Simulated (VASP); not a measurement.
# BeS (F-43m) in VASP: settings compared

BeS is run at these levels: PBE, r2SCAN; tasks: single point.

Program: VASP 6.6.1. These are calculated values, not measurements. Logs are shortened: lines on timing, memory, paths and dates and some standing lists are left out, and cuts for length are marked.

## 1. The cell of the first run

The structure is cubic, space group F-43m (No. 216). Conventional cell: a = 4.869 Å, b = 4.869 Å, c = 4.869 Å, α = 90.00°, β = 90.00°, γ = 90.00°. Within 2.8 Å of Be (site symmetry -43m) lie 4 S at 2.11 Å. S (site symmetry -43m) has 4 Be at 2.11 Å within 2.8 Å.

## 2. Single point, PBE

File INCAR:

```
  PREC = Accurate
  ENCUT = 520
  EDIFF = 1E-7
  ISMEAR = -1
  SIGMA = 0.02
  LREAL = F
  LASPH = T
  NELM = 100
  ALGO = Normal
  ISIF = 2
  LWAVE = F
  LCHARG = F
  GGA = PE
  NBANDS = 11
```

File KPOINTS:

```
regular mesh
0
Gamma
  10 10 10
```

File POSCAR:

```
BeS
1.0
    0.0000000000      2.4343062282      2.4343062282
    2.4343062282      0.0000000000      2.4343062282
    2.4343062282      2.4343062282      0.0000000000
Be S
1 1
Direct
    0.0000000000      0.0000000000      0.0000000000
    0.2500000000      0.2500000000      0.2500000000
```

Potentials or basis: VASP PAW PBE potentials, release 64 (Be, S).

On the command line:

```
> cat potpaw_PBE.64/Be/POTCAR potpaw_PBE.64/S/POTCAR > POTCAR
> mpirun -np 1 vasp_std > vasp.out
```

OUTCAR:

```text
PREC = Accurate
   ENCUT = 520
   EDIFF = 1E-7
   ISMEAR = -1
   LREAL = F
   LASPH = T
   NELM = 100
   ISIF = 2
   GGA = PE

 ion  position               nearest neighbor table
   1  0.000  0.000  0.000-   2 2.11   2 2.11   2 2.11   2 2.11
   2  0.250  0.250  0.250-   1 2.11   1 2.11   1 2.11   1 2.11

  LATTYP: Found a face centered cubic cell.
 ALAT       =     4.8686124564

  Lattice vectors:

 A1 = (   0.0000000000,   2.4343062282,   2.4343062282)
 A2 = (   2.4343062282,   0.0000000000,   2.4343062282)
 A3 = (   2.4343062282,   2.4343062282,   0.0000000000)

Analysis of symmetry for initial positions (statically):
=====================================================================
 Subroutine PRICEL returns:
 Original cell was already a primitive cell.

 Routine SETGRP: Setting up the symmetry group for a
 face centered cubic supercell.

 Subroutine GETGRP returns: Found 24 space group operations
 (whereof 24 operations were pure point group operations)
 out of a pool of 48 trial point group operations.

The static configuration has the point symmetry T_d .

Analysis of symmetry for dynamics (positions and initial velocities):
=====================================================================
 Subroutine PRICEL returns:
 Original cell was already a primitive cell.

 Routine SETGRP: Setting up the symmetry group for a
 face centered cubic supercell.

 Subroutine GETGRP returns: Found 24 space group operations
 (whereof 24 operations were pure point group operations)
 out of a pool of 48 trial point group operations.

The dynamic configuration has the point symmetry T_d .

 Subroutine INISYM returns: Found 24 space group operations
 (whereof 24 operations are pure point group operations),
 and found     1 'primitive' translations

----------------------------------------------------------------------------------------

                                     Primitive cell

  volume of cell :      28.8507

  direct lattice vectors                    reciprocal lattice vectors
     0.000000000  2.434306228  2.434306228    -0.205397330  0.205397330  0.205397330
     2.434306228  0.000000000  2.434306228     0.205397330 -0.205397330  0.205397330
     2.434306228  2.434306228  0.000000000     0.205397330  0.205397330 -0.205397330

  length of vectors
     3.442628883  3.442628883  3.442628883     0.355758612  0.355758612  0.355758612

  position of ions in fractional coordinates (direct lattice)
     0.000000000  0.000000000  0.000000000
     0.250000000  0.250000000  0.250000000

  ion indices of the primitive-cell ions
   primitive index   ion index
                 1           1
                 2           2

----------------------------------------------------------------------------------------

 KPOINTS: regular mesh

Automatic generation of k-mesh.
 Grid dimensions read from file:
 generate k-points for:   10   10   10

 Generating k-lattice:

  Cartesian coordinates                     Fractional coordinates (reciprocal lattice)
    -0.020539733  0.020539733  0.020539733     0.100000000  0.000000000  0.000000000
     0.020539733 -0.020539733  0.020539733     0.000000000  0.100000000  0.000000000
     0.020539733  0.020539733 -0.020539733     0.000000000  0.000000000  0.100000000

  Length of vectors
     0.035575861  0.035575861  0.035575861

  Shift w.r.t. Gamma in fractional coordinates (k-lattice)
     0.000000000  0.000000000  0.000000000

 Subroutine IBZKPT returns following result:
 ===========================================

 Found     47 irreducible k-points:

 Following reciprocal coordinates:
            Coordinates               Weight
  0.000000  0.000000  0.000000      1.000000
  0.100000  0.000000  0.000000      8.000000
  0.200000  0.000000  0.000000      8.000000
  0.300000  0.000000  0.000000      8.000000
  0.400000  0.000000  0.000000      8.000000
  0.500000  0.000000  0.000000      4.000000
[... 16 lines left out ...]
  0.300000  0.300000  0.000000      6.000000
  0.400000  0.300000  0.000000     24.000000
 [... further k-points ...]
   k-points           NKPTS =     47   k-points in BZ     NKDIM =     47   number of bands    NBANDS=     11
   number of dos      NEDOS =    301   number of ions     NIONS =      2
   total plane-waves  NPLWV =  21952
   dimension x,y,z NGX =    28 NGY =   28 NGZ =   28
   dimension x,y,z NGXF=    56 NGYF=   56 NGZF=   56
   ions per type =               1   1
   NGX,Y,Z   is equivalent  to a cutoff of  13.52, 13.52, 13.52 a.u.
   NGXF,Y,Z  is equivalent  to a cutoff of  27.04, 27.04, 27.04 a.u.
 SYSTEM =  unknown system
   PREC   = accura    normal or accurate (medium, high low for compatibility)
   ISTART =      0    job   : 0-new  1-cont  2-samecut
   ICHARG =      2    charge: 1-file 2-atom 10-const
   ISPIN  =      1    spin polarized calculation?
   LNONCOLLINEAR =      F non collinear calculations
   LSORBIT =      F    spin-orbit coupling
   LASPH  =      T    aspherical Exc in radial PAW
   ENCUT  =  520.0 eV  38.22 Ry    6.18 a.u.   6.40  6.40  6.40*2*pi/ulx,y,z
   NELM   =    100;   NELMIN=  2; NELMDL= -5     # of ELM steps
   EDIFF  = 0.1E-06   stopping-criterion for ELM
   LREAL  =      F    real-space projection
   EDIFFG = 0.1E-05   stopping-criterion for IOM
   NSW    =      0    number of steps for IOM
   IBRION =     -1    ionic relax: 0-MD 1-quasi-New 2-CG
   NFREE  =      0    steps in history (QN), initial steepest desc. (CG)
   ISIF   =      2    stress and relaxation
   ISYM   =      2    0-nonsym 1-usesym 2-fastsym
   POTIM  = 0.5000    time-step for ionic-motion
   TEBEG  =    0.0;   TEEND  =   0.0 temperature during run
   PSTRESS=    0.0 pullay stress
   NELECT =       8.0000    total number of electrons
   NUPDOWN=      -1.0000    fix difference up-down
   EMIN   =  10.00;   EMAX   =-10.00  energy-range for DOS
   EFERMI =   0.00;   METHOD = LEGACY
   ISMEAR =    -1;   SIGMA  =   0.02  broadening in eV -4-tet -1-fermi 0-gaus
   EFERMI_NEDOS =   21; number of points for ismear=-14 and -15
   IALGO  =     38    algorithm
   IMIX   =      4    mixing-type and parameters
     AMIX     =   0.40;   BMIX     =  1.00
     AMIX_MAG =   1.60;   BMIX_MAG =  1.00
  volume/ion in A,a.u.               =      14.43        97.35
  Fermi-wavevector in a.u.,A,eV,Ry     =   1.067545  2.017368 15.505918  1.139653
  Thomas-Fermi vector in A             =   2.203165
   LORBIT       =      0    0 simple, 1 ext, 2 COOP (PROOUT), +10 PAW based schemes
   GGA     = PE    functional components
   LHFCALC =     F    Hartree Fock is set to
   AEXX    =    0.0000 exact exchange contribution
   IVDW    =     0    specifies the selected vdW correction
   LEPSILON=     F    determine dielectric tensor
   LRPA    =     F    only Hartree local field effects (RPA)
 non-spin polarized calculation
  energy-cutoff  :      520.00
  volume of cell :       28.85
 maximum number of plane-waves:       794
 NGX is ok and might be reduce to    28
   NGX = 13   NGY = 13   NGZ = 13

 number of electron       7.9999999 magnetization

 Free energy of the ion-electron system (eV)
  ---------------------------------------------------
  ext. energy  EPLUGINS =         0.00000000
  ---------------------------------------------------
  free energy    TOTEN  =       -10.01328328 eV

  energy without entropy =      -10.01328328  energy(sigma->0) =      -10.01328328

 E-fermi :   4.4937     XC(G=0):  -9.6833

 val. band max:        4.0566042848   @ k =   0.0000   0.0000   0.0000
 cond. band min:       7.1929726460   @ k =   0.5000   0.5000   0.0000
 fundamental gap:      3.1363683612
 Fermi energy:         4.4937271357

 k-point     1 :       0.0000    0.0000    0.0000
  band No.  band energies     occupation
      1      -9.5594      2.00000
      2       4.0566      2.00000
      3       4.0566      2.00000
      4       4.0566      2.00000
      5       9.7309      0.00000
      6       9.7309      0.00000
      7       9.7309      0.00000
      8       9.8455      0.00000
      9      16.8478      0.00000
     10      16.8478      0.00000
     11      18.8398      0.00000

 k-point     2 :       0.1000    0.0000    0.0000
  band No.  band energies     occupation
      1      -9.4469      2.00000
      2       3.2423      2.00000
      3       3.9262      2.00000
      4       3.9262      2.00000
      5       9.6476      0.00000
      6       9.9672      0.00000
      7       9.9672      0.00000
      8      10.7540      0.00000
      9      16.3415      0.00000
     10      16.3415      0.00000
     11      18.7719      0.00000

 k-point     3 :       0.2000    0.0000    0.0000
  band No.  band energies     occupation
      1      -9.1262      2.00000
      2       1.6236      2.00000
      3       3.6292      2.00000
      4       3.6292      2.00000
      5       9.6032      0.00000
      6      10.4448      0.00000
      7      10.4448      0.00000
      8      12.4153      0.00000
      9      15.8487      0.00000
     10      15.8487      0.00000
     11      18.4322      0.00000

 k-point     4 :       0.3000    0.0000    0.0000
  band No.  band energies     occupation
      1      -8.6591      2.00000
      2       0.0144      2.00000
      3       3.3243      2.00000
      4       3.3243      2.00000
      5       9.5533      0.00000
      6      10.7053      0.00000
      7      10.7053      0.00000
      8      13.9747      0.00000
      9      16.2822      0.00000
     10      16.2822      0.00000
     11      18.1957      0.00000
[... 239 lines left out ...]
 k-point    22 :      -0.2000    0.2000    0.0000
  band No.  band energies     occupation
      1      -8.5013      2.00000
      2       0.3479      2.00000
      3       1.7512      2.00000
      4       3.3810      2.00000
      5      10.3296      0.00000
      6      11.1122      0.00000
      7      11.4559      0.00000
      8      12.7292      0.00000
      9      14.6819      0.00000
     10      18.4547      0.00000
     11      19.4772      0.00000

 k-point    23 :       0.3000    0.3000    0.0000
  band No.  band energies     occupation
      1      -8.3595      2.00000
      2       0.6594      2.00000
      3       2.1214      2.00000
      4       2.1214      2.00000
      5       8.1580      0.00000
      6      10.0348      0.00000
      7      13.6890      0.00000
      8      13.6890      0.00000
      9      16.1915      0.00000
     10      18.6661      0.00000
     11      21.3862      0.00000

 k-point    24 :       0.4000    0.3000    0.0000
  band No.  band energies     occupation
      1      -7.9933      2.00000
      2      -0.0624      2.00000
      3       1.6448      2.00000
      4       1.9015      2.00000
      5       8.1352      0.00000
      6       9.9146      0.00000
      7      14.1456      0.00000
      8      14.2775      0.00000
      9      17.6973      0.00000
     10      19.3736      0.00000
     11      20.7808      0.00000

 [... further k-points ...]

------------------------ aborting loop because EDIFF is reached ----------------------------------------

  FORCE on cell =-STRESS in cart. coord.  units (eV):
  Direction    XX          YY          ZZ          XY          YZ          ZX
  --------------------------------------------------------------------------------------
  -------------------------------------------------------------------------------------
  Total        0.0793002      0.0793002      0.0793002      0.0000000      0.0000000     -0.0000000
  in kB        4.4038193      4.4038193      4.4038193      0.0000000      0.0000000     -0.0000000
  external PRESSURE =       4.4038193 kB  Pullay stress =       0.0000000 kB

 VOLUME and BASIS-vectors are now :
 -----------------------------------------------------------------------------
  energy-cutoff  :      520.00
  volume of cell :       28.85
      direct lattice vectors                 reciprocal lattice vectors
     0.000000000  2.434306228  2.434306228    -0.205397330  0.205397330  0.205397330
     2.434306228  0.000000000  2.434306228     0.205397330 -0.205397330  0.205397330
     2.434306228  2.434306228  0.000000000     0.205397330  0.205397330 -0.205397330

 POSITION                                       TOTAL-FORCE (eV/Angst)
 -----------------------------------------------------------------------------------
      0.00000      0.00000      0.00000        -0.000000     -0.000000     -0.000000
      1.21715      1.21715      1.21715         0.000000      0.000000      0.000000
 -----------------------------------------------------------------------------------
    total drift:                               -0.000000     -0.000000      0.000000

  FREE ENERGIE OF THE ION-ELECTRON SYSTEM (eV)
  ---------------------------------------------------
  free  energy   TOTEN  =       -10.0132832778 eV

  energy  without entropy=      -10.0132832778  energy(sigma->0) =      -10.01328328
```

Wall time 9.1 s (1 thread of Intel Xeon 6975P-C (Granite Rapids), shared host); peak memory 0.15 GiB.

Results:

```yaml
Free_energy: -10.0133 eV
Pressure: 0.4 GPa
Band_gap_on_the_k_mesh: 3.14 eV, indirect (least direct gap 5.67 eV)
```

Levels at points of the mesh, in eV from the valence-band top:
| k point | band 1 | band 2 | band 3 | band 4 | band 5 | band 6 | band 7 | band 8 | band 9 |
| --- | --- | --- | --- | --- | --- | --- | --- | --- | --- |
| (0.00, 0.00, 0.00) | -13.62 | 0.00 | 0.00 | 0.00 | 5.67 | 5.67 | 5.67 | 5.79 | 12.79 |
| (0.50, 0.00, 0.00) | -12.04 | -5.71 | -1.02 | -1.02 | 5.44 | 6.56 | 6.56 | 11.15 | 14.89 |
| (0.50, 0.50, 0.00) | -11.51 | -4.96 | -2.60 | -2.60 | 3.14 | 4.93 | 12.69 | 12.69 | 15.41 |

A k mesh can miss the band edges. Expect the measured gap to be larger: semilocal functionals such as PBE lack the derivative discontinuity.

(Part 1 of 2 ends here.)
